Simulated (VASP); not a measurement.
# Li27TeCl26 (a cell with a defect) in VASP: single point with PBE

Aim: the single point of Li27TeCl26 (a cell with a defect) with PBE.

Program: VASP 6.6.1. These are calculated values, not measurements. Logs are shortened: lines on timing, memory, paths and dates and some standing lists are left out, and cuts for length are marked.

## (1) The cell of the first run

The cell holds a defect, 54 atoms: a = 10.785 Å, b = 10.785 Å, c = 10.785 Å, α = 60.00°, β = 60.00°, γ = 60.00°.

## (2) Single point, PBE

INCAR

```
PREC = Accurate
ENCUT = 520
EDIFF = 1E-7
ISMEAR = -1
SIGMA = 0.01
LREAL = Auto
LASPH = T
NELM = 60
ALGO = Normal
ISIF = 2
LWAVE = F
LCHARG = T
GGA = PE
LELF = T
LVHAR = T
NELECT = 270.0
NBANDS = 168
```

KPOINTS

```
regular mesh
0
Gamma
  2 2 2
```

POSCAR

```
Li27TeCl26
1.0
    0.0000000000      7.6263670170      7.6263670170
    7.6263670170      0.0000000000      7.6263670170
    7.6263670170      7.6263670170      0.0000000000
Li Te Cl
27 1 26
Direct
    0.0020472917      0.0020472917      0.0020472917
   -0.0039277673     -0.0039277673      0.3372611006
    0.0020472917      0.0020472917      0.6605247915
   -0.0039277673      0.3372611006     -0.0039277673
   -0.0039277673      0.3372611006      0.3372611006
    0.0022071451      0.3311261883      0.6666666667
    0.0020472917      0.6605247915      0.0020472917
    0.0022071451      0.6666666667      0.3311261883
    0.0022071451      0.6666666667      0.6666666667
    0.3372611006     -0.0039277673     -0.0039277673
    0.3372611006     -0.0039277673      0.3372611006
    0.3311261883      0.0022071451      0.6666666667
    0.3372611006      0.3372611006     -0.0039277673
    0.3312860416      0.3312860416      0.3312860416
    0.3312860416      0.3312860416      0.6728085418
    0.3311261883      0.6666666667      0.0022071451
    0.3312860416      0.6728085418      0.3312860416
    0.3311261883      0.6666666667      0.6666666667
    0.6605247915      0.0020472917      0.0020472917
    0.6666666667      0.0022071451      0.3311261883
    0.6666666667      0.0022071451      0.6666666667
    0.6666666667      0.3311261883      0.0022071451
    0.6728085418      0.3312860416      0.3312860416
    0.6666666667      0.3311261883      0.6666666667
    0.6666666667      0.6666666667      0.0022071451
    0.6666666667      0.6666666667      0.3311261883
    0.6666666667      0.6666666667      0.6666666667
    0.1666666667      0.1666666667      0.1666666667
    0.1666666667      0.1666666667      0.5080106660
    0.1666666667      0.1666666667      0.8253226673
    0.1666666667      0.5080106660      0.1666666667
    0.1658201684      0.5002821661      0.5002821661
    0.1666666667      0.5080106660      0.8253226673
    0.1666666667      0.8253226673      0.1666666667
    0.1666666667      0.8253226673      0.5080106660
    0.1675131649      0.8330511672      0.8330511672
    0.5080106660      0.1666666667      0.1666666667
    0.5002821661      0.1658201684      0.5002821661
    0.5080106660      0.1666666667      0.8253226673
    0.5002821661      0.5002821661      0.1658201684
    0.5002821661      0.5002821661      0.5002821661
    0.5009826747      0.5009826747      0.8323506586
    0.5080106660      0.8253226673      0.1666666667
    0.5009826747      0.8323506586      0.5009826747
    0.5009826747      0.8323506586      0.8323506586
    0.8253226673      0.1666666667      0.1666666667
    0.8253226673      0.1666666667      0.5080106660
    0.8330511672      0.1675131649      0.8330511672
    0.8253226673      0.5080106660      0.1666666667
    0.8323506586      0.5009826747      0.5009826747
    0.8323506586      0.5009826747      0.8323506586
    0.8330511672      0.8330511672      0.1675131649
    0.8323506586      0.8323506586      0.5009826747
    0.8330511672      0.8330511672      0.8330511672
```

Potentials or basis: VASP PAW PBE potentials, release 64 (Li_sv, Te, Cl).

Run with:

```
$ cat potpaw_PBE.64/Li_sv/POTCAR potpaw_PBE.64/Te/POTCAR potpaw_PBE.64/Cl/POTCAR > POTCAR
$ mpirun -np 1 vasp_std > vasp.out
```

OUTCAR:

```text
PREC = Accurate
   ENCUT = 520
   EDIFF = 1E-7
   ISMEAR = -1
   LREAL = Auto
   LASPH = T
   NELM = 60
   ISIF = 2
   GGA = PE
   NELECT = 270.0

 ion  position               nearest neighbor table
   1  0.002  0.002  0.002-  30 2.51  34 2.51  46 2.51  36 2.58  48 2.58  52 2.58
   2  0.996  0.996  0.337-  53 2.50  28 2.60  46 2.60  34 2.60  47 2.60  35 2.60
   3  0.002  0.002  0.661-  35 2.51  47 2.51  29 2.51  36 2.58  48 2.58  54 2.58
   4  0.996  0.337  0.996-  51 2.50  28 2.60  46 2.60  30 2.60  49 2.60  33 2.60
   5  0.996  0.337  0.337-  50 2.50  28 2.60  49 2.60  47 2.60  31 2.60  29 2.60
   6  0.002  0.331  0.667-  30 2.46  29 2.46  32 2.54  48 2.54  51 2.56  50 2.56
[... 46 lines left out ...]
  53  0.832  0.832  0.501-   2 2.50  27 2.53  20 2.56   8 2.56  21 2.56   9 2.56
  54  0.833  0.833  0.833-   9 2.54  21 2.54  25 2.54  19 2.58   7 2.58   3 2.58

  LATTYP: Found a face centered cubic cell.
 ALAT       =    15.2527340340

  Lattice vectors:

 A1 = (   0.0000000000,   7.6263670170,   7.6263670170)
 A2 = (   7.6263670170,   0.0000000000,   7.6263670170)
 A3 = (   7.6263670170,   7.6263670170,   0.0000000000)

Analysis of symmetry for initial positions (statically):
=====================================================================
 Subroutine PRICEL returns:
 Original cell was already a primitive cell.

 Routine SETGRP: Setting up the symmetry group for a
 face centered cubic supercell.

 Subroutine GETGRP returns: Found 48 space group operations
 (whereof  6 operations were pure point group operations)
 out of a pool of 48 trial point group operations.

The static configuration has the point symmetry C_3v.
 The point group associated with its full space group is O_h .

Analysis of symmetry for dynamics (positions and initial velocities):
=====================================================================
 Subroutine PRICEL returns:
 Original cell was already a primitive cell.

 Routine SETGRP: Setting up the symmetry group for a
 face centered cubic supercell.

 Subroutine GETGRP returns: Found 48 space group operations
 (whereof  6 operations were pure point group operations)
 out of a pool of 48 trial point group operations.

The dynamic configuration has the point symmetry C_3v.
 The point group associated with its full space group is O_h .

 Subroutine INISYM returns: Found 48 space group operations
 (whereof  6 operations are pure point group operations),
 and found     1 'primitive' translations

----------------------------------------------------------------------------------------

                                     Primitive cell

  volume of cell :     887.1215

  direct lattice vectors                    reciprocal lattice vectors
     0.000000000  7.626367017  7.626367017    -0.065562016  0.065562016  0.065562016
     7.626367017  0.000000000  7.626367017     0.065562016 -0.065562016  0.065562016
     7.626367017  7.626367017  0.000000000     0.065562016  0.065562016 -0.065562016

  length of vectors
    10.785311667 10.785311667 10.785311667     0.113556744  0.113556744  0.113556744

  position of ions in fractional coordinates (direct lattice)
     0.002047292  0.002047292  0.002047292
     0.996072233  0.996072233  0.337261101
     0.002047292  0.002047292  0.660524792
     0.996072233  0.337261101  0.996072233
     0.996072233  0.337261101  0.337261101
     0.002207145  0.331126188  0.666666667
[... 46 lines left out ...]
     0.832350659  0.832350659  0.500982675
     0.833051167  0.833051167  0.833051167

  ion indices of the primitive-cell ions
   primitive index   ion index
                 1           1
                 2           2
                 3           3
                 4           4
                 5           5
                 6           6
[... 46 lines left out ...]
                53          53
                54          54

----------------------------------------------------------------------------------------

 KPOINTS: regular mesh

Automatic generation of k-mesh.
 Grid dimensions read from file:
 generate k-points for:    2    2    2

 Generating k-lattice:

  Cartesian coordinates                     Fractional coordinates (reciprocal lattice)
    -0.032781008  0.032781008  0.032781008     0.500000000  0.000000000  0.000000000
     0.032781008 -0.032781008  0.032781008     0.000000000  0.500000000  0.000000000
     0.032781008  0.032781008 -0.032781008     0.000000000  0.000000000  0.500000000

  Length of vectors
     0.056778372  0.056778372  0.056778372

  Shift w.r.t. Gamma in fractional coordinates (k-lattice)
     0.000000000  0.000000000  0.000000000

 Subroutine IBZKPT returns following result:
 ===========================================

 Found      3 irreducible k-points:

 Following reciprocal coordinates:
            Coordinates               Weight
  0.000000  0.000000  0.000000      1.000000
  0.500000  0.000000  0.000000      4.000000
  0.500000  0.500000  0.000000      3.000000
   k-points           NKPTS =      3   k-points in BZ     NKDIM =      3   number of bands    NBANDS=    168
   number of dos      NEDOS =    301   number of ions     NIONS =     54
   total plane-waves  NPLWV = 512000
   dimension x,y,z NGX =    80 NGY =   80 NGZ =   80
   dimension x,y,z NGXF=   160 NGYF=  160 NGZF=  160
   ions per type =              27   1  26
   NGX,Y,Z   is equivalent  to a cutoff of  12.33, 12.33, 12.33 a.u.
   NGXF,Y,Z  is equivalent  to a cutoff of  24.66, 24.66, 24.66 a.u.
 SYSTEM =  unknown system
   PREC   = accura    normal or accurate (medium, high low for compatibility)
   ISTART =      0    job   : 0-new  1-cont  2-samecut
   ICHARG =      2    charge: 1-file 2-atom 10-const
   ISPIN  =      1    spin polarized calculation?
   LNONCOLLINEAR =      F non collinear calculations
   LSORBIT =      F    spin-orbit coupling
   LASPH  =      T    aspherical Exc in radial PAW
   ENCUT  =  520.0 eV  38.22 Ry    6.18 a.u.  20.05 20.05 20.05*2*pi/ulx,y,z
   NELM   =     60;   NELMIN=  2; NELMDL= -5     # of ELM steps
   EDIFF  = 0.1E-06   stopping-criterion for ELM
   LREAL  =      T    real-space projection
   EDIFFG = 0.1E-05   stopping-criterion for IOM
   NSW    =      0    number of steps for IOM
   IBRION =     -1    ionic relax: 0-MD 1-quasi-New 2-CG
   NFREE  =      0    steps in history (QN), initial steepest desc. (CG)
   ISIF   =      2    stress and relaxation
   ISYM   =      2    0-nonsym 1-usesym 2-fastsym
   POTIM  = 0.5000    time-step for ionic-motion
   TEBEG  =    0.0;   TEEND  =   0.0 temperature during run
   PSTRESS=    0.0 pullay stress
   NELECT =     270.0000    total number of electrons
   NUPDOWN=      -1.0000    fix difference up-down
   EMIN   =  10.00;   EMAX   =-10.00  energy-range for DOS
   EFERMI =   0.00;   METHOD = LEGACY
   ISMEAR =    -1;   SIGMA  =   0.01  broadening in eV -4-tet -1-fermi 0-gaus
   EFERMI_NEDOS =   21; number of points for ismear=-14 and -15
   IALGO  =     38    algorithm
   IMIX   =      4    mixing-type and parameters
     AMIX     =   0.40;   BMIX     =  1.00
     AMIX_MAG =   1.60;   BMIX_MAG =  1.00
  volume/ion in A,a.u.               =      16.43       110.86
  Fermi-wavevector in a.u.,A,eV,Ry     =   1.101206  2.080977 16.499154  1.212654
  Thomas-Fermi vector in A             =   2.237629
   LORBIT       =      0    0 simple, 1 ext, 2 COOP (PROOUT), +10 PAW based schemes
   GGA     = PE    functional components
   LHFCALC =     F    Hartree Fock is set to
   AEXX    =    0.0000 exact exchange contribution
   IVDW    =     0    specifies the selected vdW correction
   LEPSILON=     F    determine dielectric tensor
   LRPA    =     F    only Hartree local field effects (RPA)
 non-spin polarized calculation
  energy-cutoff  :      520.00
  volume of cell :      887.12
 maximum number of plane-waves:     23973
   NGX = 41   NGY = 41   NGZ = 41

 number of electron     269.9999999 magnetization

 Free energy of the ion-electron system (eV)
  ---------------------------------------------------
  ext. energy  EPLUGINS =         0.00000000
  ---------------------------------------------------
  free energy    TOTEN  =      -192.99645168 eV

  energy without entropy =     -192.99645168  energy(sigma->0) =     -192.99645168

 E-fermi :   3.8064     XC(G=0):  -8.9333

 val. band max:        3.5190757903   @ k =   0.0000   0.0000   0.0000
 cond. band min:       7.4042588865   @ k =   0.0000   0.0000   0.0000
 fundamental gap:      3.8851830962
 Fermi energy:         3.8063651192

 k-point     1 :       0.0000    0.0000    0.0000
  band No.  band energies     occupation
      1     -42.7561      2.00000
      2     -42.6768      2.00000
      3     -42.6768      2.00000
      4     -42.6761      2.00000
      5     -42.6761      2.00000
      6     -42.6761      2.00000
[... 139 lines left out ...]
    146       8.9317      0.00000
    147       8.9317      0.00000

 k-point     2 :       0.5000    0.0000    0.0000
  band No.  band energies     occupation
      1     -42.7561      2.00000
      2     -42.6768      2.00000
      3     -42.6768      2.00000
      4     -42.6761      2.00000
      5     -42.6761      2.00000
      6     -42.6761      2.00000
[... 139 lines left out ...]
    146       8.9524      0.00000
    147       9.0526      0.00000

 k-point     3 :       0.5000    0.5000    0.0000
  band No.  band energies     occupation
      1     -42.7561      2.00000
      2     -42.6768      2.00000
      3     -42.6768      2.00000
      4     -42.6761      2.00000
      5     -42.6761      2.00000
      6     -42.6761      2.00000
[... 139 lines left out ...]
    146       8.8431      0.00000
    147       8.8706      0.00000
 [bands above 147 left out]

------------------------ aborting loop because EDIFF is reached ----------------------------------------

  FORCE on cell =-STRESS in cart. coord.  units (eV):
  Direction    XX          YY          ZZ          XY          YZ          ZX
  --------------------------------------------------------------------------------------
  -------------------------------------------------------------------------------------
  Total       21.0791281     21.0791281     21.0791281     -0.0000000     -0.0000000     -0.0000000
  in kB       38.0697588     38.0697588     38.0697588     -0.0000000     -0.0000000     -0.0000000
  external PRESSURE =      38.0697588 kB  Pullay stress =       0.0000000 kB

 VOLUME and BASIS-vectors are now :
 -----------------------------------------------------------------------------
  energy-cutoff  :      520.00
  volume of cell :      887.12
      direct lattice vectors                 reciprocal lattice vectors
     0.000000000  7.626367017  7.626367017    -0.065562016  0.065562016  0.065562016
     7.626367017  0.000000000  7.626367017     0.065562016 -0.065562016  0.065562016
     7.626367017  7.626367017  0.000000000     0.065562016  0.065562016 -0.065562016

 POSITION                                       TOTAL-FORCE (eV/Angst)
 -----------------------------------------------------------------------------------
      0.03123      0.03123      0.03123        -0.016359     -0.016359     -0.016359
     10.16849     10.16849     15.19282        -0.000000      0.000000      0.002888
      5.05302      5.05302      0.03123         0.016359      0.016359     -0.016359
     10.16849     15.19282     10.16849        -0.000000      0.002888     -0.000000
      5.14415     10.16849     10.16849        -0.002888      0.000000     -0.000000
      7.60953      5.10108      2.54212        -0.006562      0.006562     -0.000000
[... 46 lines left out ...]
     10.16849     10.16849     12.69562        -0.000000      0.000000      0.009067
     12.70631     12.70631     12.70631         0.016584      0.016584      0.016584
 -----------------------------------------------------------------------------------
    total drift:                                0.000012      0.000012      0.000008

  FREE ENERGIE OF THE ION-ELECTRON SYSTEM (eV)
  ---------------------------------------------------
  free  energy   TOTEN  =      -192.9964516843 eV

  energy  without entropy=     -192.9964516843  energy(sigma->0) =     -192.99645168
```

Wall time 38 min (1 thread of Intel Xeon 8259CL, shared host); peak memory 1.1 GiB.

Results:

```
Free energy   : -192.9965 eV
Largest force : 0.029 eV/Å
```

Forces in eV/Å, atoms in the order of the input:
```
Li  -0.016 -0.016 -0.016
Li   0.000  0.000  0.003
Li   0.016  0.016 -0.016
Li   0.000  0.003  0.000
Li  -0.003  0.000  0.000
Li  -0.007  0.007  0.000
Li   0.016 -0.016  0.016
Li  -0.007  0.000  0.007
Li   0.000  0.007  0.007
Li   0.003  0.000  0.000
Li   0.000 -0.003  0.000
Li   0.007 -0.007  0.000
Li   0.000  0.000 -0.003
Li   0.016  0.016  0.016
Li  -0.016 -0.016  0.016
Li   0.007  0.000 -0.007
Li  -0.016  0.016 -0.016
Li   0.000 -0.007 -0.007
Li  -0.016  0.016  0.016
Li   0.000 -0.007  0.007
Li   0.007  0.000  0.007
Li   0.000  0.007 -0.007
Li   0.016 -0.016 -0.016
Li  -0.007  0.000 -0.007
Li   0.007  0.007  0.000
Li  -0.007 -0.007  0.000
Li   0.000  0.000  0.000
Te   0.000  0.000  0.000
Cl   0.007  0.007  0.000
Cl  -0.007 -0.007  0.000
Cl   0.007  0.000  0.007
Cl  -0.017  0.017  0.017
Cl   0.000 -0.007  0.007
Cl  -0.007  0.000 -0.007
Cl   0.000  0.007 -0.007
Cl   0.017 -0.017 -0.017
Cl   0.000  0.007  0.007
Cl   0.017 -0.017  0.017
Cl  -0.007  0.000  0.007
Cl   0.017  0.017 -0.017
Cl  -0.017 -0.017 -0.017
Cl   0.000  0.000 -0.009
Cl  -0.007  0.007  0.000
Cl   0.000 -0.009  0.000
Cl   0.009  0.000  0.000
Cl   0.000 -0.007 -0.007
Cl   0.007  0.000 -0.007
Cl  -0.017  0.017 -0.017
Cl   0.007 -0.007  0.000
Cl  -0.009  0.000  0.000
Cl   0.000  0.009  0.000
Cl  -0.017 -0.017  0.017
Cl   0.000  0.000  0.009
Cl   0.017  0.017  0.017
```

Levels at points of the mesh, in eV from the Fermi level:
```
           k point  band 133  band 134  band 135  band 136  band 137  band 138
(0.00, 0.00, 0.00)     -0.29     -0.29     -0.29      3.60      4.13      4.13
(0.50, 0.00, 0.00)     -0.58     -0.34     -0.34      3.84      4.23      4.37
(0.50, 0.50, 0.00)     -0.57     -0.41     -0.41      4.75      4.76      4.78
```

Caveat: the cell carries a net charge on a neutralising background, which shifts energy and pressure; the cell is charged against a uniform background, so pressure and absolute levels hang on convention; the cutoff is under 1.25 times the usual one of these potentials, so pressure, stress and relaxed cells hold a basis-set (Pulay) error; spin-orbit coupling is left out, which moves the levels of the heavy elements.
